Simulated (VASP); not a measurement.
# Ca (Fm-3m) in VASP: a series of runs

Ca is run at these levels: r2SCAN+rVV10, BLYP, r2SCAN; tasks: single point, relaxation of cell and atoms.

Program: VASP 6.6.1. These are calculated values, not measurements. Logs are shortened: lines on timing, memory, paths and dates and some standing lists are left out, and cuts for length are marked.

## (1) The cell of the first run

The structure is cubic, space group Fm-3m (No. 225). The conventional cell has a = 5.846 Å, b = 5.846 Å, c = 5.846 Å, α = 90.00°, β = 90.00°, γ = 90.00°. Within 5.4 Å of Ca (site symmetry m-3m) lie 12 Ca at 4.13 Å.

## (2) Single point, r2SCAN+rVV10

POSCAR

```
Ca
1.0
    0.0000000000      2.9230350875      2.9230350875
    2.9230350875      0.0000000000      2.9230350875
    2.9230350875      2.9230350875      0.0000000000
Ca
1
Direct
    0.0000000000      0.0000000000      0.0000000000
```

INCAR.step1

```
SYSTEM = Ca
PREC = Accurate
ENCUT = 520
ISMEAR = -1
SIGMA = 0.05
LREAL = .FALSE.
LASPH = .TRUE.
NELM = 80
NBANDS = 11
GGA = PE
ALGO = Normal
EDIFF = 1E-4
LWAVE = .TRUE.
LCHARG = .FALSE.
```

INCAR.step2

```
SYSTEM = Ca
PREC = Accurate
ENCUT = 520
EDIFF = 1E-6
ISMEAR = -1
SIGMA = 0.05
LREAL = .FALSE.
LASPH = .TRUE.
NELM = 80
ALGO = Normal
ISIF = 2
LWAVE = .FALSE.
LCHARG = .FALSE.
METAGGA = R2SCAN
LMIXTAU = .TRUE.
LUSE_VDW = .TRUE.
IVDW_NL = 2
BPARAM = 11.95
CPARAM = 0.0093
NBANDS = 11
ISTART = 1
```

KPOINTS

```
Automatic mesh
0
G
  8 8 8
  0 0 0
```

Potentials or basis: VASP PAW PBE potentials, release 64 (Ca_sv).

On the command line:

```console
$ cat potpaw_PBE.64/Ca_sv/POTCAR > POTCAR
$ cp INCAR.step1 INCAR
$ mpirun -np 1 vasp_std > vasp.out
$ cp INCAR.step2 INCAR
$ mpirun -np 1 vasp_std > vasp.out
```

OUTCAR:

```text
SYSTEM = Ca
   PREC = Accurate
   ENCUT = 520
   EDIFF = 1E-6
   ISMEAR = -1
   LREAL = .FALSE.
   LASPH = .TRUE.
   NELM = 80
   ISIF = 2
   METAGGA = R2SCAN
   IVDW_NL = 2
   BPARAM = 11.95
   ISTART = 1

 ion  position               nearest neighbor table
   1  0.000  0.000  0.000-

  LATTYP: Found a face centered cubic cell.
 ALAT       =     5.8460701750

  Lattice vectors:

 A1 = (   0.0000000000,   2.9230350875,   2.9230350875)
 A2 = (   2.9230350875,   0.0000000000,   2.9230350875)
 A3 = (   2.9230350875,   2.9230350875,   0.0000000000)

Analysis of symmetry for initial positions (statically):
=====================================================================
 Subroutine PRICEL returns:
 Original cell was already a primitive cell.

 Routine SETGRP: Setting up the symmetry group for a
 face centered cubic supercell.

 Subroutine GETGRP returns: Found 48 space group operations
 (whereof 48 operations were pure point group operations)
 out of a pool of 48 trial point group operations.

The static configuration has the point symmetry O_h .

Analysis of symmetry for dynamics (positions and initial velocities):
=====================================================================
 Subroutine PRICEL returns:
 Original cell was already a primitive cell.

 Routine SETGRP: Setting up the symmetry group for a
 face centered cubic supercell.

 Subroutine GETGRP returns: Found 48 space group operations
 (whereof 48 operations were pure point group operations)
 out of a pool of 48 trial point group operations.

The dynamic configuration has the point symmetry O_h .

 Subroutine INISYM returns: Found 48 space group operations
 (whereof 48 operations are pure point group operations),
 and found     1 'primitive' translations

----------------------------------------------------------------------------------------

                                     Primitive cell

  volume of cell :      49.9496

  direct lattice vectors                    reciprocal lattice vectors
     0.000000000  2.923035088  2.923035088    -0.171055080  0.171055080  0.171055080
     2.923035088  0.000000000  2.923035088     0.171055080 -0.171055080  0.171055080
     2.923035088  2.923035088  0.000000000     0.171055080  0.171055080 -0.171055080

  length of vectors
     4.133795864  4.133795864  4.133795864     0.296276089  0.296276089  0.296276089

  position of ions in fractional coordinates (direct lattice)
     0.000000000  0.000000000  0.000000000

  ion indices of the primitive-cell ions
   primitive index   ion index
                 1           1

----------------------------------------------------------------------------------------

 KPOINTS: Automatic mesh

Automatic generation of k-mesh.
 Grid dimensions read from file:
 generate k-points for:    8    8    8

 Generating k-lattice:

  Cartesian coordinates                     Fractional coordinates (reciprocal lattice)
    -0.021381885  0.021381885  0.021381885     0.125000000  0.000000000  0.000000000
     0.021381885 -0.021381885  0.021381885     0.000000000  0.125000000  0.000000000
     0.021381885  0.021381885 -0.021381885     0.000000000  0.000000000  0.125000000

  Length of vectors
     0.037034511  0.037034511  0.037034511

  Shift w.r.t. Gamma in fractional coordinates (k-lattice)
     0.000000000  0.000000000  0.000000000

 Subroutine IBZKPT returns following result:
 ===========================================

 Found     29 irreducible k-points:

 Following reciprocal coordinates:
            Coordinates               Weight
  0.000000  0.000000  0.000000      1.000000
  0.125000  0.000000  0.000000      8.000000
  0.250000  0.000000  0.000000      8.000000
  0.375000  0.000000  0.000000      8.000000
  0.500000  0.000000  0.000000      4.000000
  0.125000  0.125000  0.000000      6.000000
[... 16 lines left out ...]
  0.500000  0.250000  0.125000     48.000000
 -0.375000  0.250000  0.125000     24.000000
 [... further k-points ...]
   k-points           NKPTS =     29   k-points in BZ     NKDIM =     29   number of bands    NBANDS=     11
   number of dos      NEDOS =    301   number of ions     NIONS =      1
   total plane-waves  NPLWV =  32768
   dimension x,y,z NGX =    32 NGY =   32 NGZ =   32
   dimension x,y,z NGXF=    64 NGYF=   64 NGZF=   64
   ions per type =               1
   NGX,Y,Z   is equivalent  to a cutoff of  12.87, 12.87, 12.87 a.u.
   NGXF,Y,Z  is equivalent  to a cutoff of  25.74, 25.74, 25.74 a.u.
 SYSTEM =  Ca
   PREC   = accura    normal or accurate (medium, high low for compatibility)
   ISTART =      1    job   : 0-new  1-cont  2-samecut
   ICHARG =      0    charge: 1-file 2-atom 10-const
   ISPIN  =      1    spin polarized calculation?
   LNONCOLLINEAR =      F non collinear calculations
   LSORBIT =      F    spin-orbit coupling
   LASPH  =      T    aspherical Exc in radial PAW
   ENCUT  =  520.0 eV  38.22 Ry    6.18 a.u.   7.69  7.69  7.69*2*pi/ulx,y,z
   NELM   =     80;   NELMIN=  2; NELMDL=  0     # of ELM steps
   EDIFF  = 0.1E-05   stopping-criterion for ELM
   LREAL  =      F    real-space projection
   EDIFFG = 0.1E-04   stopping-criterion for IOM
   NSW    =      0    number of steps for IOM
   IBRION =     -1    ionic relax: 0-MD 1-quasi-New 2-CG
   NFREE  =      0    steps in history (QN), initial steepest desc. (CG)
   ISIF   =      2    stress and relaxation
   ISYM   =      2    0-nonsym 1-usesym 2-fastsym
   POTIM  = 0.5000    time-step for ionic-motion
   TEBEG  =    0.0;   TEEND  =   0.0 temperature during run
   PSTRESS=    0.0 pullay stress
   NELECT =      10.0000    total number of electrons
   NUPDOWN=      -1.0000    fix difference up-down
   EMIN   =  10.00;   EMAX   =-10.00  energy-range for DOS
   EFERMI =   0.00;   METHOD = LEGACY
   ISMEAR =    -1;   SIGMA  =   0.05  broadening in eV -4-tet -1-fermi 0-gaus
   EFERMI_NEDOS =   21; number of points for ismear=-14 and -15
   IALGO  =     38    algorithm
   IMIX   =      4    mixing-type and parameters
     AMIX     =   0.40;   BMIX     =  1.00
     AMIX_MAG =   1.60;   BMIX_MAG =  1.00
  volume/ion in A,a.u.               =      49.95       337.08
  Fermi-wavevector in a.u.,A,eV,Ry     =   0.957703  1.809796 12.479194  0.917195
  Thomas-Fermi vector in A             =   2.086745
   LORBIT       =      0    0 simple, 1 ext, 2 COOP (PROOUT), +10 PAW based schemes
   METAGGA = R2SCAN    functional components
   LHFCALC =     F    Hartree Fock is set to
   AEXX    =    0.0000 exact exchange contribution
   IVDW_NL    =     2    kernel type
   BPARAM     =11.9500
   IVDW    =     0    specifies the selected vdW correction
   LEPSILON=     F    determine dielectric tensor
   LRPA    =     F    only Hartree local field effects (RPA)
 non-spin polarized calculation
  energy-cutoff  :      520.00
  volume of cell :       49.95
 maximum number of plane-waves:      1365
   NGX = 15   NGY = 15   NGZ = 15

 number of electron      10.0000002 magnetization

 Free energy of the ion-electron system (eV)
  ---------------------------------------------------
  ext. energy  EPLUGINS =         0.00000000
  ---------------------------------------------------
  free energy    TOTEN  =        -6.69978302 eV

  energy without entropy =       -6.68786889  energy(sigma->0) =       -6.69382596

 E-fermi :   1.3097     XC(G=0):  -7.7040

 val. band max:        1.3071275968   @ k =   0.5000   0.1250   0.0000
 cond. band min:       1.3522208617   @ k =  -0.3750   0.5000   0.1250
 fundamental gap:      0.0450932649
 Fermi energy:         1.3097265231

 k-point     1 :       0.0000    0.0000    0.0000
  band No.  band energies     occupation
      1     -42.7969      2.00000
      2     -22.8382      2.00000
      3     -22.8382      2.00000
      4     -22.8382      2.00000
      5      -2.6301      2.00000
      6       3.8381      0.00000
      7       3.8381      0.00000
      8       3.8381      0.00000
      9       4.7819      0.00000
     10       4.7819      0.00000
     11      10.2713      0.00000

 k-point     2 :       0.1250    0.0000    0.0000
  band No.  band energies     occupation
      1     -42.7959      2.00000
      2     -22.8498      2.00000
      3     -22.8399      2.00000
      4     -22.8398      2.00000
      5      -2.3836      2.00000
      6       3.5709      0.00000
      7       3.9168      0.00000
      8       3.9168      0.00000
      9       4.7192      0.00000
     10       4.7192      0.00000
     11      10.1362      0.00000

 k-point     3 :       0.2500    0.0000    0.0000
  band No.  band energies     occupation
      1     -42.7936      2.00000
      2     -22.8776      2.00000
      3     -22.8438      2.00000
      4     -22.8437      2.00000
      5      -1.6727      2.00000
      6       2.9060      0.00000
      7       3.9539      0.00000
      8       3.9539      0.00000
      9       4.7888      0.00000
     10       4.7888      0.00000
     11       8.2291      0.00000

 k-point     4 :       0.3750    0.0000    0.0000
  band No.  band energies     occupation
      1     -42.7914      2.00000
      2     -22.9051      2.00000
      3     -22.8478      2.00000
      4     -22.8477      2.00000
      5      -0.5932      2.00000
      6       1.9666      0.00000
      7       3.8090      0.00000
      8       3.8090      0.00000
      9       5.1544      0.00000
     10       5.1544      0.00000
     11       6.7657      0.00000
[... 239 lines left out ...]
 k-point    22 :       0.3750    0.2500    0.1250
  band No.  band energies     occupation
      1     -42.7919      2.00000
      2     -22.8844      2.00000
      3     -22.8582      2.00000
      4     -22.8488      2.00000
      5      -1.0698      2.00000
      6       2.7329      0.00000
      7       3.4660      0.00000
      8       4.3051      0.00000
      9       4.4344      0.00000
     10       5.2331      0.00000
     11       8.2450      0.00000

 k-point    23 :       0.5000    0.2500    0.1250
  band No.  band energies     occupation
      1     -42.7901      2.00000
      2     -22.8994      2.00000
      3     -22.8668      2.00000
      4     -22.8534      2.00000
      5      -0.0433      2.00000
      6       2.1479      0.00000
      7       3.0759      0.00000
      8       4.1610      0.00000
      9       4.9195      0.00000
     10       5.5451      0.00000
     11       6.7363      0.00000

 k-point    24 :      -0.3750    0.2500    0.1250
  band No.  band energies     occupation
      1     -42.7894      2.00000
      2     -22.9058      2.00000
      3     -22.8696      2.00000
      4     -22.8559      2.00000
      5       1.0846      1.97810
      6       1.1830      1.85319
      7       3.0100      0.00000
      8       4.0742      0.00000
      9       5.2217      0.00000
     10       5.6633      0.00000
     11       6.0100      0.00000

 [... further k-points ...]
[... 5 lines left out ...]
  --------------------------------------------------------------------------------------
  -------------------------------------------------------------------------------------
  Total       -0.6683069     -0.6683069     -0.6683069      0.0000000      0.0000000      0.0000000
  in kB      -21.4365290    -21.4365290    -21.4365290      0.0000000      0.0000000      0.0000000
  external PRESSURE =     -21.4365290 kB  Pullay stress =       0.0000000 kB

 VOLUME and BASIS-vectors are now :
 -----------------------------------------------------------------------------
  energy-cutoff  :      520.00
  volume of cell :       49.95
      direct lattice vectors                 reciprocal lattice vectors
     0.000000000  2.923035088  2.923035088    -0.171055080  0.171055080  0.171055080
     2.923035088  0.000000000  2.923035088     0.171055080 -0.171055080  0.171055080
     2.923035088  2.923035088  0.000000000     0.171055080  0.171055080 -0.171055080

 POSITION                                       TOTAL-FORCE (eV/Angst)
 -----------------------------------------------------------------------------------
      0.00000      0.00000      0.00000        -0.000000      0.000000     -0.000000
 -----------------------------------------------------------------------------------
    total drift:                                0.000000      0.000000      0.000000

  FREE ENERGIE OF THE ION-ELECTRON SYSTEM (eV)
  ---------------------------------------------------
  free  energy   TOTEN  =        -6.6997830213 eV

  energy  without entropy=       -6.6878688888  energy(sigma->0) =       -6.69382596
```

Wall time 2 min (1 thread of Intel Xeon 8259CL, shared host); peak memory 0.32 GiB.

What came out:

```
Free energy            : -6.6998 eV
Pressure               : -2.1 GPa
Band gap on the k mesh : zero (bands 5 and 6 overlap by 0.73 eV)
```

Levels at points of the mesh, in eV from the Fermi level:
| k point | band 1 | band 2 | band 3 | band 4 | band 5 | band 6 | band 7 | band 8 | band 9 | band 10 |
| --- | --- | --- | --- | --- | --- | --- | --- | --- | --- | --- |
| (0.00, 0.00, 0.00) | -44.11 | -24.15 | -24.15 | -24.15 | -3.94 | 2.53 | 2.53 | 2.53 | 3.47 | 3.47 |
| (0.50, 0.00, 0.00) | -44.10 | -24.23 | -24.16 | -24.16 | -0.84 | -0.33 | 2.42 | 2.42 | 4.06 | 4.06 |
| (0.50, 0.50, 0.00) | -44.10 | -24.22 | -24.18 | -24.18 | -0.21 | 0.72 | 0.89 | 4.05 | 4.21 | 4.21 |

Caveat: the PAW data sets were made with another functional, which shifts forces and pressure a little.

## (3) Single point, BLYP

This run uses another cell than the first one, of 43.63 Å³/atom.

INCAR

```
SYSTEM = Ca
  PREC = Accurate
  ENCUT = 500
  EDIFF = 1E-6
  ISMEAR = -1
  SIGMA = 0.15
  LREAL = .FALSE.
  LASPH = .TRUE.
  NELM = 120
  ALGO = Normal
  ISIF = 2
  LWAVE = .FALSE.
  LCHARG = .TRUE.
  GGA = B5
  ALDAX = 1.0
  AGGAX = 1.0
  AGGAC = 1.0
  ALDAC = 0.0
  LELF = .TRUE.
  LVHAR = .TRUE.
  NBANDS = 11
  GGA_COMPAT = .FALSE.
```

KPOINTS

```
regular mesh
0
G
  8 8 8
  0 0 0
```

POSCAR

```
Ca
1.0
    0.0000000000      2.7942000000      2.7942000000
    2.7942000000      0.0000000000      2.7942000000
    2.7942000000      2.7942000000      0.0000000000
Ca
1
Direct
    0.0000000000      0.0000000000      0.0000000000
```

Potentials or basis: VASP PAW PBE potentials, release 64 (Ca_sv).

On the command line:

```console
$ cat potpaw_PBE.64/Ca_sv/POTCAR > POTCAR
$ mpirun -np 1 vasp_std > vasp.out
```

OUTCAR:

```text
SYSTEM = Ca
   PREC = Accurate
   ENCUT = 500
   EDIFF = 1E-6
   ISMEAR = -1
   LREAL = .FALSE.
   LASPH = .TRUE.
   NELM = 120
   ISIF = 2
   GGA = B5

 ion  position               nearest neighbor table
   1  0.000  0.000  0.000-

  LATTYP: Found a face centered cubic cell.
 ALAT       =     5.5884000000

  Lattice vectors:

 A1 = (   0.0000000000,   2.7942000000,   2.7942000000)
 A2 = (   2.7942000000,   0.0000000000,   2.7942000000)
 A3 = (   2.7942000000,   2.7942000000,   0.0000000000)

Analysis of symmetry for initial positions (statically):
=====================================================================
 Subroutine PRICEL returns:
 Original cell was already a primitive cell.

 Routine SETGRP: Setting up the symmetry group for a
 face centered cubic supercell.

 Subroutine GETGRP returns: Found 48 space group operations
 (whereof 48 operations were pure point group operations)
 out of a pool of 48 trial point group operations.

The static configuration has the point symmetry O_h .

Analysis of symmetry for dynamics (positions and initial velocities):
=====================================================================
 Subroutine PRICEL returns:
 Original cell was already a primitive cell.
[... 160 lines left out ...]
 fundamental gap:      0.0553520798
 Fermi energy:         2.2493218167

 k-point     1 :       0.0000    0.0000    0.0000
  band No.  band energies     occupation
      1     -39.8075      2.00000
      2     -20.8504      2.00000
      3     -20.8504      2.00000
      4     -20.8504      2.00000
      5      -1.6556      2.00000
      6       4.3686      0.00000
      7       4.3686      0.00000
      8       4.3686      0.00000
      9       5.3489      0.00000
     10       5.3489      0.00000
     11      11.3799      0.00000
[... 309 lines left out ...]
 k-point    24 :      -0.3750    0.2500    0.1250
  band No.  band energies     occupation
      1     -39.7937      2.00000
      2     -20.9563      2.00000
      3     -20.8994      2.00000
      4     -20.8779      2.00000
      5       1.9147      1.80599
      6       2.2329      1.05474
      7       3.6326      0.00020
      8       4.6643      0.00000
      9       5.8518      0.00000
     10       6.4277      0.00000
     11       6.8170      0.00000

 [... further k-points ...]
[... 5 lines left out ...]
  --------------------------------------------------------------------------------------
  -------------------------------------------------------------------------------------
  Total       -0.0852303     -0.0852303     -0.0852303      0.0000000     -0.0000000      0.0000000
  in kB       -3.1296953     -3.1296953     -3.1296953      0.0000000     -0.0000000      0.0000000
  external PRESSURE =      -3.1296953 kB  Pullay stress =       0.0000000 kB

 VOLUME and BASIS-vectors are now :
 -----------------------------------------------------------------------------
  energy-cutoff  :      500.00
  volume of cell :       43.63
      direct lattice vectors                 reciprocal lattice vectors
     0.000000000  2.794200000  2.794200000    -0.178942094  0.178942094  0.178942094
     2.794200000  0.000000000  2.794200000     0.178942094 -0.178942094  0.178942094
     2.794200000  2.794200000  0.000000000     0.178942094  0.178942094 -0.178942094

 POSITION                                       TOTAL-FORCE (eV/Angst)
 -----------------------------------------------------------------------------------
      0.00000      0.00000      0.00000         0.000000     -0.000000      0.000000
 -----------------------------------------------------------------------------------
    total drift:                               -0.000000     -0.000000      0.000000

  FREE ENERGIE OF THE ION-ELECTRON SYSTEM (eV)
  ---------------------------------------------------
  free  energy   TOTEN  =        -1.2882419416 eV

  energy  without entropy=       -1.1934366496  energy(sigma->0) =       -1.24083930
```

stdout:

```text
POSCAR found type information on POSCAR Ca
 POSCAR found :  1 types and       1 ions
 scaLAPACK will be used
 -----------------------------------------------------------------------------
|                                                                             |
|                                                                             |
|     You enforced a specific xc type in the INCAR file but a different       |
|     I HOPE YOU KNOW WHAT YOU ARE DOING!                                     |
|                                                                             |
 -----------------------------------------------------------------------------

 LDA part: xc-table for (Slater(with rela. corr.)+VWN5), standard interpolation
 POSCAR, INCAR and KPOINTS ok, starting setup
 FFT: planning ... GRIDC
 FFT: planning ... GRID_SOFT
 FFT: planning ... GRID
 WAVECAR not read
 entering main loop
```

It took 14 s on 1 thread of Intel Xeon 6975P-C (Granite Rapids), shared host; peak memory 0.16 GiB.

What came out:

```
Free energy            : -1.2882 eV
Pressure               : -0.3 GPa
Band gap on the k mesh : zero (bands 5 and 6 overlap by 0.27 eV)
```

Levels at points of the mesh, in eV from the Fermi level:
```csv
k point,band 3,band 4,band 5,band 6,band 7,band 8
"(0.00, 0.00, 0.00)",-23.10,-23.10,-3.90,2.12,2.12,2.12
"(0.50, 0.00, 0.00)",-23.12,-23.12,-0.98,-0.07,2.02,2.02
"(0.50, 0.50, 0.00)",-23.15,-23.15,-0.45,0.51,1.01,3.73
```

Caveat: the PAW data sets were made with another functional, which shifts forces and pressure a little.

(Continued in part 2 of 2.)
